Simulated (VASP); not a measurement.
# BN (F-43m) in VASP: a series of runs

The runs below take BN through single point, with PBE.

All numbers are computed with VASP 6.6.1; they aren't measurements. Logs are shortened: lines on timing, memory, paths and dates and some standing lists are left out, and cuts for length are marked.

### 1 The cell of the first run

The structure is cubic, space group F-43m (No. 216). The conventional cell has a = 3.664 Å, b = 3.664 Å, c = 3.664 Å, α = 90.00°, β = 90.00°, γ = 90.00°. B (site symmetry -43m) has 4 N at 1.59 Å within 2.1 Å. N (site symmetry -43m) has 4 B at 1.59 Å within 2.1 Å.

### 2 Single point, PBE

INCAR reads:

```
SYSTEM = BN
PREC = Accurate ; ENCUT = 600
EDIFF = 1E-6 ; ISMEAR = 0
SIGMA = 0.01 ; LREAL = .False.
LASPH = .True. ; NELM = 120
ALGO = Normal ; ISIF = 2
LWAVE = .False. ; LCHARG = .True.
GGA = PE ; LELF = .True.
LVHAR = .True. ; NBANDS = 11
GGA_COMPAT = .False.
```

KPOINTS reads:

```
Automatic mesh
0
Gamma
  3 3 3
  0 0 0
```

POSCAR reads:

```
BN
1.0
    0.0000000000      1.8317922021      1.8317922021
    1.8317922021      0.0000000000      1.8317922021
    1.8317922021      1.8317922021      0.0000000000
B N
1 1
Direct
    0.0000000000      0.0000000000      0.0000000000
    0.2500000000      0.2500000000      0.2500000000
```

Potentials or basis: VASP PAW PBE potentials, release 64 (B, N).

Started as:

```console
$ cat potpaw_PBE.64/B/POTCAR potpaw_PBE.64/N/POTCAR > POTCAR
$ mpirun -np 1 vasp_std > vasp.out
```

OUTCAR:

```text
SYSTEM = BN
   PREC = Accurate
   ENCUT = 600
   EDIFF = 1E-6
   ISMEAR = 0
   LREAL = .False.
   LASPH = .True.
   NELM = 120
   ISIF = 2
   GGA = PE

 ion  position               nearest neighbor table
   1  0.000  0.000  0.000-   2 1.59   2 1.59   2 1.59   2 1.59
   2  0.250  0.250  0.250-   1 1.59   1 1.59   1 1.59   1 1.59

  LATTYP: Found a face centered cubic cell.
 ALAT       =     3.6635844042

  Lattice vectors:

 A1 = (   0.0000000000,   1.8317922021,   1.8317922021)
 A2 = (   1.8317922021,   0.0000000000,   1.8317922021)
 A3 = (   1.8317922021,   1.8317922021,   0.0000000000)

Analysis of symmetry for initial positions (statically):
=====================================================================
 Subroutine PRICEL returns:
 Original cell was already a primitive cell.

 Routine SETGRP: Setting up the symmetry group for a
 face centered cubic supercell.

 Subroutine GETGRP returns: Found 24 space group operations
 (whereof 24 operations were pure point group operations)
 out of a pool of 48 trial point group operations.

The static configuration has the point symmetry T_d .

Analysis of symmetry for dynamics (positions and initial velocities):
=====================================================================
 Subroutine PRICEL returns:
 Original cell was already a primitive cell.

 Routine SETGRP: Setting up the symmetry group for a
 face centered cubic supercell.

 Subroutine GETGRP returns: Found 24 space group operations
 (whereof 24 operations were pure point group operations)
 out of a pool of 48 trial point group operations.

The dynamic configuration has the point symmetry T_d .

 Subroutine INISYM returns: Found 24 space group operations
 (whereof 24 operations are pure point group operations),
 and found     1 'primitive' translations

----------------------------------------------------------------------------------------

                                     Primitive cell

  volume of cell :      12.2930

  direct lattice vectors                    reciprocal lattice vectors
     0.000000000  1.831792202  1.831792202    -0.272956725  0.272956725  0.272956725
     1.831792202  0.000000000  1.831792202     0.272956725 -0.272956725  0.272956725
     1.831792202  1.831792202  0.000000000     0.272956725  0.272956725 -0.272956725

  length of vectors
     2.590545376  2.590545376  2.590545376     0.472774916  0.472774916  0.472774916

  position of ions in fractional coordinates (direct lattice)
     0.000000000  0.000000000  0.000000000
     0.250000000  0.250000000  0.250000000

  ion indices of the primitive-cell ions
   primitive index   ion index
                 1           1
                 2           2

----------------------------------------------------------------------------------------

 KPOINTS: Automatic mesh

Automatic generation of k-mesh.
 Grid dimensions read from file:
 generate k-points for:    3    3    3

 Generating k-lattice:

  Cartesian coordinates                     Fractional coordinates (reciprocal lattice)
    -0.090985575  0.090985575  0.090985575     0.333333333  0.000000000  0.000000000
     0.090985575 -0.090985575  0.090985575     0.000000000  0.333333333  0.000000000
     0.090985575  0.090985575 -0.090985575     0.000000000  0.000000000  0.333333333

  Length of vectors
     0.157591639  0.157591639  0.157591639

  Shift w.r.t. Gamma in fractional coordinates (k-lattice)
     0.000000000  0.000000000  0.000000000

 Subroutine IBZKPT returns following result:
 ===========================================

 Found      4 irreducible k-points:

 Following reciprocal coordinates:
            Coordinates               Weight
  0.000000  0.000000  0.000000      1.000000
  0.333333  0.000000  0.000000      8.000000
  0.333333  0.333333  0.000000      6.000000
 -0.333333  0.333333  0.000000     12.000000
   k-points           NKPTS =      4   k-points in BZ     NKDIM =      4   number of bands    NBANDS=     11
   number of dos      NEDOS =    301   number of ions     NIONS =      2
   total plane-waves  NPLWV =  13824
   dimension x,y,z NGX =    24 NGY =   24 NGZ =   24
   dimension x,y,z NGXF=    48 NGYF=   48 NGZF=   48
   ions per type =               1   1
   NGX,Y,Z   is equivalent  to a cutoff of  15.40, 15.40, 15.40 a.u.
   NGXF,Y,Z  is equivalent  to a cutoff of  30.80, 30.80, 30.80 a.u.
 SYSTEM =  BN
   PREC   = accura    normal or accurate (medium, high low for compatibility)
   ISTART =      0    job   : 0-new  1-cont  2-samecut
   ICHARG =      2    charge: 1-file 2-atom 10-const
   ISPIN  =      1    spin polarized calculation?
   LNONCOLLINEAR =      F non collinear calculations
   LSORBIT =      F    spin-orbit coupling
   LASPH  =      T    aspherical Exc in radial PAW
   ENCUT  =  600.0 eV  44.10 Ry    6.64 a.u.   5.17  5.17  5.17*2*pi/ulx,y,z
   NELM   =    120;   NELMIN=  2; NELMDL= -5     # of ELM steps
   EDIFF  = 0.1E-05   stopping-criterion for ELM
   LREAL  =      F    real-space projection
   EDIFFG = 0.1E-04   stopping-criterion for IOM
   NSW    =      0    number of steps for IOM
   IBRION =     -1    ionic relax: 0-MD 1-quasi-New 2-CG
   NFREE  =      0    steps in history (QN), initial steepest desc. (CG)
   ISIF   =      2    stress and relaxation
   ISYM   =      2    0-nonsym 1-usesym 2-fastsym
   POTIM  = 0.5000    time-step for ionic-motion
   TEBEG  =    0.0;   TEEND  =   0.0 temperature during run
   PSTRESS=    0.0 pullay stress
   NELECT =       8.0000    total number of electrons
   NUPDOWN=      -1.0000    fix difference up-down
   EMIN   =  10.00;   EMAX   =-10.00  energy-range for DOS
   EFERMI =   0.00;   METHOD = LEGACY
   ISMEAR =     0;   SIGMA  =   0.01  broadening in eV -4-tet -1-fermi 0-gaus
   EFERMI_NEDOS =   21; number of points for ismear=-14 and -15
   IALGO  =     38    algorithm
   IMIX   =      4    mixing-type and parameters
     AMIX     =   0.40;   BMIX     =  1.00
     AMIX_MAG =   1.60;   BMIX_MAG =  1.00
  volume/ion in A,a.u.               =       6.15        41.48
  Fermi-wavevector in a.u.,A,eV,Ry     =   1.418683  2.680922 27.383912  2.012661
  Thomas-Fermi vector in A             =   2.539783
   LORBIT       =      0    0 simple, 1 ext, 2 COOP (PROOUT), +10 PAW based schemes
   GGA     = PE    functional components
   LHFCALC =     F    Hartree Fock is set to
   AEXX    =    0.0000 exact exchange contribution
   IVDW    =     0    specifies the selected vdW correction
   LEPSILON=     F    determine dielectric tensor
   LRPA    =     F    only Hartree local field effects (RPA)
 non-spin polarized calculation
 Gauss-broadening in eV      SIGMA  =   0.01
  energy-cutoff  :      600.00
  volume of cell :       12.29
 maximum number of plane-waves:       419
 NGX is ok and might be reduce to    24
   NGX = 11   NGY = 11   NGZ = 11

 number of electron       8.0000000 magnetization

 Free energy of the ion-electron system (eV)
  ---------------------------------------------------
  ext. energy  EPLUGINS =         0.00000000
  ---------------------------------------------------
  free energy    TOTEN  =       -17.07786135 eV

  energy without entropy =      -17.07786135  energy(sigma->0) =      -17.07786135

 E-fermi :   7.1349     XC(G=0): -12.5901

 val. band max:        7.0469256825   @ k =   0.0000   0.0000   0.0000
 cond. band min:      12.5503201071   @ k =   0.3333   0.3333   0.0000
 fundamental gap:      5.5033944246
 Fermi energy:         7.1349413070

 k-point     1 :       0.0000    0.0000    0.0000
  band No.  band energies     occupation
      1     -12.7875      2.00000
      2       7.0469      2.00000
      3       7.0469      2.00000
      4       7.0469      2.00000
      5      15.5740      0.00000
      6      15.5740      0.00000
      7      15.5740      0.00000
      8      16.7248      0.00000
      9      30.9552      0.00000
     10      34.2243      0.00000
     11      34.2243      0.00000

 k-point     2 :       0.3333    0.0000    0.0000
  band No.  band energies     occupation
      1     -10.3388      2.00000
      2      -0.6376      2.00000
      3       5.5296      2.00000
      4       5.5296      2.00000
      5      16.4172      0.00000
      6      17.3693      0.00000
      7      17.3693      0.00000
      8      21.0867      0.00000
      9      29.6531      0.00000
     10      30.9074      0.00000
     11      30.9074      0.00000

 k-point     3 :       0.3333    0.3333    0.0000
  band No.  band energies     occupation
      1      -9.5435      2.00000
      2       1.0686      2.00000
      3       3.1406      2.00000
      4       3.1406      2.00000
      5      12.5503      0.00000
      6      17.0045      0.00000
      7      22.0563      0.00000
      8      22.0563      0.00000
      9      25.6645      0.00000
     10      33.5324      0.00000
     11      39.1502      0.00000

 k-point     4 :      -0.3333    0.3333    0.0000
  band No.  band energies     occupation
      1      -7.6503      2.00000
      2      -1.1394      2.00000
      3      -0.1313      2.00000
      4       3.6652      2.00000
      5      14.6590      0.00000
      6      20.9063      0.00000
      7      21.1400      0.00000
      8      22.4518      0.00000
      9      24.7446      0.00000
     10      31.5527      0.00000
     11      32.9830      0.00000

------------------------ aborting loop because EDIFF is reached ----------------------------------------

  FORCE on cell =-STRESS in cart. coord.  units (eV):
  Direction    XX          YY          ZZ          XY          YZ          ZX
  --------------------------------------------------------------------------------------
  -------------------------------------------------------------------------------------
  Total       -0.6313658     -0.6313658     -0.6313658      0.0000000      0.0000000     -0.0000000
  in kB      -82.2873363    -82.2873363    -82.2873363      0.0000000      0.0000000     -0.0000000
  external PRESSURE =     -82.2873363 kB  Pullay stress =       0.0000000 kB

 VOLUME and BASIS-vectors are now :
 -----------------------------------------------------------------------------
  energy-cutoff  :      600.00
  volume of cell :       12.29
      direct lattice vectors                 reciprocal lattice vectors
     0.000000000  1.831792202  1.831792202    -0.272956725  0.272956725  0.272956725
     1.831792202  0.000000000  1.831792202     0.272956725 -0.272956725  0.272956725
     1.831792202  1.831792202  0.000000000     0.272956725  0.272956725 -0.272956725

 POSITION                                       TOTAL-FORCE (eV/Angst)
 -----------------------------------------------------------------------------------
      0.00000      0.00000      0.00000         0.000000      0.000000      0.000000
      0.91590      0.91590      0.91590        -0.000000     -0.000000     -0.000000
 -----------------------------------------------------------------------------------
    total drift:                                0.000000      0.000000      0.000000

  FREE ENERGIE OF THE ION-ELECTRON SYSTEM (eV)
  ---------------------------------------------------
  free  energy   TOTEN  =       -17.0778613515 eV

  energy  without entropy=      -17.0778613515  energy(sigma->0) =      -17.07786135
```

Wall time 4.1 s (1 thread of AMD EPYC 7R13, shared host); peak memory 0.1 GiB.

What came out:

| Property | Result |
| --- | --- |
| Free energy | -17.0779 eV |
| Pressure | -8.2 GPa |
| Band gap on the k mesh | 5.50 eV, indirect (least direct gap 8.53 eV) |

Caveat: the k points lie up to 0.99 Å⁻¹ apart. PBE gaps usually lie below the measured ones, often by a third to a half.

(Part 1 of 2 ends here.)
